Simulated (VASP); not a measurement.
# BP (I-4m2) in VASP: further runs

BP is run at these levels: r2SCAN; tasks: single point.

Program: VASP 6.6.1. These are calculated values, not measurements. Logs are shortened: lines on timing, memory, paths and dates and some standing lists are left out, and cuts for length are marked.

## Step 1: The cell of the first run

It takes space group I-4m2 (No. 119, tetragonal). Conventional cell: a = 3.241 Å, b = 3.241 Å, c = 4.538 Å, α = 90.00°, β = 90.00°, γ = 90.00°. B (site symmetry -4m2) has 4 P at 1.98 Å within 2.6 Å. P (site symmetry -4m2) has 4 B at 1.98 Å within 2.6 Å.

## Step 2: Single point, r2SCAN (strain +0.0100 x Voigt [1, 1, 0, 0, 0, 0])

The input, POSCAR:

```
BP
1.0
    0.0000000000      2.2916900000      2.2690000000
    2.2916900000      0.0000000000      2.2690000000
    2.2916900000      2.2916900000      0.0000000000
B P
1 1
Direct
    0.0000000000      0.0000000000      0.0000000000
    0.7500000000      0.7500000000      0.7500000000
```

The input, INCAR.step1:

```
PREC = Accurate ; ENCUT = 520
ISMEAR = 0 ; SIGMA = 0.05
LREAL = False ; LASPH = True
NELM = 60 ; NBANDS = 11
GGA = PE ; ALGO = Normal
EDIFF = 1E-4 ; LWAVE = True
LCHARG = False
```

The input, INCAR.step2:

```
PREC = Accurate ; ENCUT = 520
EDIFF = 1E-6 ; ISMEAR = 0
SIGMA = 0.05 ; LREAL = False
LASPH = True ; NELM = 60
ALGO = Normal ; ISIF = 2
LWAVE = False ; LCHARG = True
METAGGA = R2SCAN ; LMIXTAU = True
LELF = True ; LVHAR = True
NBANDS = 11 ; ISTART = 1
```

The input, KPOINTS:

```
regular mesh
0
Gamma
  10 10 10
```

Potentials or basis: VASP PAW PBE potentials, release 64 (B, P).

Run with:

```sh
> cat potpaw_PBE.64/B/POTCAR potpaw_PBE.64/P/POTCAR > POTCAR
> cp INCAR.step1 INCAR
> mpirun -np 1 vasp_std > vasp.out
> cp INCAR.step2 INCAR
> mpirun -np 1 vasp_std > vasp.out
```

OUTCAR:

```text
PREC = Accurate
   ENCUT = 520
   EDIFF = 1E-6
   ISMEAR = 0
   LREAL = False
   LASPH = True
   NELM = 60
   ISIF = 2
   METAGGA = R2SCAN
   ISTART = 1

 ion  position               nearest neighbor table
   1  0.000  0.000  0.000-   2 1.98   2 1.98   2 1.98   2 1.98
   2  0.750  0.750  0.750-   1 1.98   1 1.98   1 1.98   1 1.98

  LATTYP: Found a body centered tetragonal cell.
 ALAT       =     3.2409390788
 C/A-ratio  =     1.4002114479

  Lattice vectors:

 A1 = (   0.0000000000,  -2.2916900000,  -2.2690000000)
 A2 = (   0.0000000000,   2.2916900000,  -2.2690000000)
 A3 = (   2.2916900000,   0.0000000000,   2.2690000000)

Analysis of symmetry for initial positions (statically):
=====================================================================
 Subroutine PRICEL returns:
 Original cell was already a primitive cell.

 Routine SETGRP: Setting up the symmetry group for a
 body centered tetragonal supercell.

 Subroutine GETGRP returns: Found  8 space group operations
 (whereof  8 operations were pure point group operations)
 out of a pool of 16 trial point group operations.

The static configuration has the point symmetry D_2d.

Analysis of symmetry for dynamics (positions and initial velocities):
=====================================================================
 Subroutine PRICEL returns:
 Original cell was already a primitive cell.

 Routine SETGRP: Setting up the symmetry group for a
 body centered tetragonal supercell.

 Subroutine GETGRP returns: Found  8 space group operations
 (whereof  8 operations were pure point group operations)
 out of a pool of 16 trial point group operations.

The dynamic configuration has the point symmetry D_2d.

 Subroutine INISYM returns: Found  8 space group operations
 (whereof  8 operations are pure point group operations),
 and found     1 'primitive' translations

----------------------------------------------------------------------------------------

                                     Primitive cell

  volume of cell :      23.8329

  direct lattice vectors                    reciprocal lattice vectors
     0.000000000  2.291690000  2.269000000    -0.218179597  0.218179597  0.220361393
     2.291690000  0.000000000  2.269000000     0.218179597 -0.218179597  0.220361393
     2.291690000  2.291690000  0.000000000     0.218179597  0.218179597 -0.220361393

  length of vectors
[... 83 lines left out ...]
   LREAL  =      F    real-space projection
   EDIFFG = 0.1E-04   stopping-criterion for IOM
   NSW    =      0    number of steps for IOM
   IBRION =     -1    ionic relax: 0-MD 1-quasi-New 2-CG
   NFREE  =      0    steps in history (QN), initial steepest desc. (CG)
   ISIF   =      2    stress and relaxation
   ISYM   =      2    0-nonsym 1-usesym 2-fastsym
   POTIM  = 0.5000    time-step for ionic-motion
   TEBEG  =    0.0;   TEEND  =   0.0 temperature during run
   PSTRESS=    0.0 pullay stress
   NELECT =       8.0000    total number of electrons
   NUPDOWN=      -1.0000    fix difference up-down
   EMIN   =  10.00;   EMAX   =-10.00  energy-range for DOS
   EFERMI =   0.00;   METHOD = LEGACY
   ISMEAR =     0;   SIGMA  =   0.05  broadening in eV -4-tet -1-fermi 0-gaus
   EFERMI_NEDOS =   21; number of points for ismear=-14 and -15
   IALGO  =     38    algorithm
   IMIX   =      4    mixing-type and parameters
     AMIX     =   0.40;   BMIX     =  1.00
     AMIX_MAG =   1.60;   BMIX_MAG =  1.00
  volume/ion in A,a.u.               =      11.92        80.42
  Fermi-wavevector in a.u.,A,eV,Ry     =   1.137748  2.150032 17.612341  1.294471
  Thomas-Fermi vector in A             =   2.274453
   LORBIT       =      0    0 simple, 1 ext, 2 COOP (PROOUT), +10 PAW based schemes
   METAGGA = R2SCAN    functional components
   LHFCALC =     F    Hartree Fock is set to
   AEXX    =    0.0000 exact exchange contribution
   IVDW    =     0    specifies the selected vdW correction
   LEPSILON=     F    determine dielectric tensor
   LRPA    =     F    only Hartree local field effects (RPA)
 non-spin polarized calculation
 Gauss-broadening in eV      SIGMA  =   0.05
  energy-cutoff  :      520.00
  volume of cell :       23.83
 maximum number of plane-waves:       654
   NGX = 11   NGY = 11   NGZ = 13

 number of electron       7.9999999 magnetization

 Free energy of the ion-electron system (eV)
  ---------------------------------------------------
  ext. energy  EPLUGINS =         0.00000000
  ---------------------------------------------------
  free energy    TOTEN  =       -17.30343877 eV

  energy without entropy =      -17.30343877  energy(sigma->0) =      -17.30343877

 E-fermi :   7.5339     XC(G=0): -11.4111

 val. band max:        7.2212078390   @ k =   0.0000   0.0000   0.0000
 cond. band min:       8.5372859615   @ k =   0.4000   0.4000   0.0000
 fundamental gap:      1.3160781225
 Fermi energy:         7.5339298397

 k-point     1 :       0.0000    0.0000    0.0000
  band No.  band energies     occupation
      1      -8.9230      2.00000
      2       7.1196      2.00000
      3       7.1196      2.00000
      4       7.2212      2.00000
      5      10.7242      0.00000
      6      10.7859      0.00000
      7      10.7859      0.00000
      8      14.8445      0.00000
      9      19.4088      0.00000
     10      19.6111      0.00000
     11      19.8777      0.00000
[... 309 lines left out ...]
 k-point    24 :       0.4000    0.3000    0.0000
  band No.  band energies     occupation
      1      -5.8456      2.00000
      2       0.7278      2.00000
      3       2.9464      2.00000
      4       3.4414      2.00000
      5       9.1216      0.00000
      6      11.0446      0.00000
      7      17.1612      0.00000
      8      17.1710      0.00000
      9      22.0248      0.00000
     10      23.0244      0.00000
     11      25.0712      0.00000

 [... further k-points ...]
[... 5 lines left out ...]
  --------------------------------------------------------------------------------------
  -------------------------------------------------------------------------------------
  Total       -0.7166329     -0.7166329     -0.3021406      0.0000000      0.0000000     -0.0000000
  in kB      -48.1760383    -48.1760383    -20.3115664      0.0000000      0.0000000     -0.0000000
  external PRESSURE =     -38.8878810 kB  Pullay stress =       0.0000000 kB

 VOLUME and BASIS-vectors are now :
 -----------------------------------------------------------------------------
  energy-cutoff  :      520.00
  volume of cell :       23.83
      direct lattice vectors                 reciprocal lattice vectors
     0.000000000  2.291690000  2.269000000    -0.218179597  0.218179597  0.220361393
     2.291690000  0.000000000  2.269000000     0.218179597 -0.218179597  0.220361393
     2.291690000  2.291690000  0.000000000     0.218179597  0.218179597 -0.220361393

 POSITION                                       TOTAL-FORCE (eV/Angst)
 -----------------------------------------------------------------------------------
      0.00000      0.00000      0.00000         0.000000     -0.000000     -0.000000
      3.43754      3.43754      3.40350        -0.000000      0.000000      0.000000
 -----------------------------------------------------------------------------------
    total drift:                               -0.000000     -0.000000     -0.000000

  FREE ENERGIE OF THE ION-ELECTRON SYSTEM (eV)
  ---------------------------------------------------
  free  energy   TOTEN  =       -17.3034387703 eV

  energy  without entropy=      -17.3034387703  energy(sigma->0) =      -17.30343877
```

OUTCAR.step1:

```text
PREC = Accurate
   ENCUT = 520
   ISMEAR = 0
   LREAL = False
   LASPH = True
[... 558 lines left out ...]
      0.00000      0.00000      0.00000        -0.000000     -0.000000      0.000000
      3.43754      3.43754      3.40350         0.000000      0.000000     -0.000000
 -----------------------------------------------------------------------------------
    total drift:                               -0.000000     -0.000000     -0.000000

  FREE ENERGIE OF THE ION-ELECTRON SYSTEM (eV)
  ---------------------------------------------------
  free  energy   TOTEN  =       -12.9273280139 eV

  energy  without entropy=      -12.9273280139  energy(sigma->0) =      -12.92732801
```

Wall time 28 s (1 thread of Intel Xeon 6975P-C (Granite Rapids), shared host); peak memory 0.15 GiB.

Results:

```yaml
Free_energy: -17.3034 eV
Pressure: -3.9 GPa
Band_gap_on_the_k_mesh: 1.32 eV, indirect (least direct gap 3.50 eV)
```

Levels at points of the mesh, in eV from the valence-band top:
```csv
k point,band 1,band 2,band 3,band 4,band 5,band 6,band 7,band 8,band 9
"(0.00, 0.00, 0.00)",-16.14,-0.10,-0.10,0.00,3.50,3.56,3.56,7.62,12.19
"(0.50, 0.00, 0.00)",-12.73,-9.42,-1.97,-1.84,3.93,4.90,5.01,10.78,15.19
"(0.50, 0.50, 0.00)",-11.03,-9.03,-4.41,-4.41,1.43,1.76,12.80,12.80,16.15
"(0.50, 0.00, 0.50)",-11.13,-9.12,-4.31,-4.29,1.55,1.91,12.69,12.90,16.02
```

Caveat: the cell differs from its parent crystal (strain +0.0100 x Voigt [1, 1, 0, 0, 0, 0]); the PAW data sets were made with another functional, which shifts forces and pressure a little. A k mesh can miss the band edges.

## Step 3: Single point, r2SCAN (strain +0.0200 x Voigt [1, 1, 0, 0, 0, 0])

The input, POSCAR:

```
BP
1.0
    0.0000000000      2.3143800000      2.2690000000
    2.3143800000      0.0000000000      2.2690000000
    2.3143800000      2.3143800000      0.0000000000
B P
1 1
Direct
    0.0000000000      0.0000000000      0.0000000000
    0.7500000000      0.7500000000      0.7500000000
```

The input, INCAR.step1:

```
ALGO = Normal
EDIFF = 1E-4
ENCUT = 520
GGA = PE
ISMEAR = 0
LASPH = True
LCHARG = False
LREAL = False
LWAVE = True
NBANDS = 11
NELM = 100
PREC = Accurate
SIGMA = 0.05
```

The input, INCAR.step2:

```
ALGO = Normal
EDIFF = 1E-6
ENCUT = 520
ISIF = 2
ISMEAR = 0
ISTART = 1
LASPH = True
LCHARG = False
LMIXTAU = True
LREAL = False
LWAVE = False
METAGGA = R2SCAN
NBANDS = 11
NELM = 100
PREC = Accurate
SIGMA = 0.05
```

The input, KPOINTS:

```
k-points
0
Gamma
  10 10 10
```

Potentials or basis: VASP PAW PBE potentials, release 64 (B, P).

Run with:

```sh
> cat potpaw_PBE.64/B/POTCAR potpaw_PBE.64/P/POTCAR > POTCAR
> cp INCAR.step1 INCAR
> mpirun -np 1 vasp_std > vasp.out
> cp INCAR.step2 INCAR
> mpirun -np 1 vasp_std > vasp.out
```

OUTCAR:

```text
EDIFF = 1E-6
   ENCUT = 520
   ISIF = 2
   ISMEAR = 0
   ISTART = 1
   LASPH = True
   LREAL = False
   METAGGA = R2SCAN
   NELM = 100
   PREC = Accurate

 ion  position               nearest neighbor table
   1  0.000  0.000  0.000-   2 1.99   2 1.99   2 1.99   2 1.99
   2  0.750  0.750  0.750-   1 1.99   1 1.99   1 1.99   1 1.99

  LATTYP: Found a body centered tetragonal cell.
 ALAT       =     3.2730275845
 C/A-ratio  =     1.3864838847

  Lattice vectors:

 A1 = (   0.0000000000,  -2.3143800000,  -2.2690000000)
 A2 = (   0.0000000000,   2.3143800000,  -2.2690000000)
 A3 = (   2.3143800000,   0.0000000000,   2.2690000000)

Analysis of symmetry for initial positions (statically):
=====================================================================
 Subroutine PRICEL returns:
 Original cell was already a primitive cell.

 Routine SETGRP: Setting up the symmetry group for a
 body centered tetragonal supercell.

 Subroutine GETGRP returns: Found  8 space group operations
 (whereof  8 operations were pure point group operations)
 out of a pool of 16 trial point group operations.

The static configuration has the point symmetry D_2d.

Analysis of symmetry for dynamics (positions and initial velocities):
=====================================================================
 Subroutine PRICEL returns:
 Original cell was already a primitive cell.

 Routine SETGRP: Setting up the symmetry group for a
 body centered tetragonal supercell.

 Subroutine GETGRP returns: Found  8 space group operations
 (whereof  8 operations were pure point group operations)
 out of a pool of 16 trial point group operations.

The dynamic configuration has the point symmetry D_2d.

 Subroutine INISYM returns: Found  8 space group operations
 (whereof  8 operations are pure point group operations),
 and found     1 'primitive' translations

----------------------------------------------------------------------------------------
[... 119 lines left out ...]
   LHFCALC =     F    Hartree Fock is set to
   AEXX    =    0.0000 exact exchange contribution
   IVDW    =     0    specifies the selected vdW correction
   LEPSILON=     F    determine dielectric tensor
   LRPA    =     F    only Hartree local field effects (RPA)
 non-spin polarized calculation
 Gauss-broadening in eV      SIGMA  =   0.05
  energy-cutoff  :      520.00
  volume of cell :       24.31
 maximum number of plane-waves:       672
   NGX = 13   NGY = 13   NGZ = 13

 number of electron       7.9999999 magnetization

 Free energy of the ion-electron system (eV)
  ---------------------------------------------------
  ext. energy  EPLUGINS =         0.00000000
  ---------------------------------------------------
  free energy    TOTEN  =       -17.28377490 eV

  energy without entropy =      -17.28377490  energy(sigma->0) =      -17.28377490

 E-fermi :   7.2853     XC(G=0): -11.3228

 val. band max:        7.0557425710   @ k =   0.0000   0.0000   0.0000
 cond. band min:       8.2461735164   @ k =   0.4000   0.4000   0.0000
 fundamental gap:      1.1904309453
 Fermi energy:         7.2853258391

 k-point     1 :       0.0000    0.0000    0.0000
  band No.  band energies     occupation
      1      -8.9739      2.00000
      2       6.8578      2.00000
      3       6.8578      2.00000
      4       7.0557      2.00000
      5      10.4275      0.00000
      6      10.5514      0.00000
      7      10.5514      0.00000
      8      14.2995      0.00000
      9      19.0352      0.00000
     10      19.2000      0.00000
     11      19.7150      0.00000
[... 309 lines left out ...]
 k-point    24 :       0.4000    0.3000    0.0000
  band No.  band energies     occupation
      1      -5.9160      2.00000
      2       0.5893      2.00000
      3       2.7680      2.00000
      4       3.2148      2.00000
      5       8.8202      0.00000
      6      10.7609      0.00000
      7      16.7918      0.00000
      8      16.8034      0.00000
      9      21.6243      0.00000
     10      22.6405      0.00000
     11      24.6218      0.00000

 [... further k-points ...]

------------------------ aborting loop because EDIFF is reached ----------------------------------------

  FORCE on cell =-STRESS in cart. coord.  units (eV):
  Direction    XX          YY          ZZ          XY          YZ          ZX
  --------------------------------------------------------------------------------------
  -------------------------------------------------------------------------------------
  Total       -1.3094035     -1.3094035     -0.4942894      0.0000000     -0.0000000      0.0000000
  in kB      -86.3078391    -86.3078391    -32.5805221      0.0000000     -0.0000000      0.0000000
  external PRESSURE =     -68.3987335 kB  Pullay stress =       0.0000000 kB

 VOLUME and BASIS-vectors are now :
 -----------------------------------------------------------------------------
  energy-cutoff  :      520.00
  volume of cell :       24.31
      direct lattice vectors                 reciprocal lattice vectors
     0.000000000  2.314380000  2.269000000    -0.216040581  0.216040581  0.220361393
     2.314380000  0.000000000  2.269000000     0.216040581 -0.216040581  0.220361393
     2.314380000  2.314380000  0.000000000     0.216040581  0.216040581 -0.220361393

 POSITION                                       TOTAL-FORCE (eV/Angst)
 -----------------------------------------------------------------------------------
      0.00000      0.00000      0.00000         0.000000      0.000000     -0.000000
      3.47157      3.47157      3.40350        -0.000000     -0.000000      0.000000
 -----------------------------------------------------------------------------------
    total drift:                               -0.000000     -0.000000     -0.000000

  FREE ENERGIE OF THE ION-ELECTRON SYSTEM (eV)
  ---------------------------------------------------
  free  energy   TOTEN  =       -17.2837749016 eV

  energy  without entropy=      -17.2837749016  energy(sigma->0) =      -17.28377490
```

OUTCAR.step1:

```text
EDIFF = 1E-4
   ENCUT = 520
   GGA = PE
   ISMEAR = 0
   LASPH = True
[... 557 lines left out ...]
 -----------------------------------------------------------------------------------
      0.00000      0.00000      0.00000         0.000000      0.000000     -0.000000
      3.47157      3.47157      3.40350        -0.000000     -0.000000      0.000000
 -----------------------------------------------------------------------------------
    total drift:                               -0.000000     -0.000000      0.000000

  FREE ENERGIE OF THE ION-ELECTRON SYSTEM (eV)
  ---------------------------------------------------
  free  energy   TOTEN  =       -12.9126839800 eV

  energy  without entropy=      -12.9126839800  energy(sigma->0) =      -12.91268398
```

Wall time 25 s (1 thread of Intel Xeon 6975P-C (Granite Rapids), shared host); peak memory 0.15 GiB.

What came out:

| Item | Value |
| --- | --- |
| Free energy | -17.2838 eV |
| Pressure | -6.8 GPa |
| Band gap on the k mesh | 1.19 eV, indirect (least direct gap 3.37 eV) |

Stress tensor (GPa, compression positive):
```
-8.63  0.00  0.00
 0.00 -8.63  0.00
 0.00  0.00 -3.26
```

Levels at points of the mesh, in eV from the valence-band top:
```tsv
k point	band 2	band 3	band 4	band 5	band 6	band 7
(0.00, 0.00, 0.00)	-0.20	-0.20	0.00	3.37	3.50	3.50
(0.50, 0.00, 0.00)	-9.34	-2.07	-1.82	3.72	4.78	5.01
(0.50, 0.50, 0.00)	-8.93	-4.46	-4.46	1.33	1.63	12.54
(0.50, 0.00, 0.50)	-9.11	-4.28	-4.24	1.56	1.91	12.33
```

Caveat: the cell differs from its parent crystal (strain +0.0200 x Voigt [1, 1, 0, 0, 0, 0]); the PAW data sets were made with another functional, which shifts forces and pressure a little. A k mesh can miss the band edges.

(Part 1 of 2 ends here.)
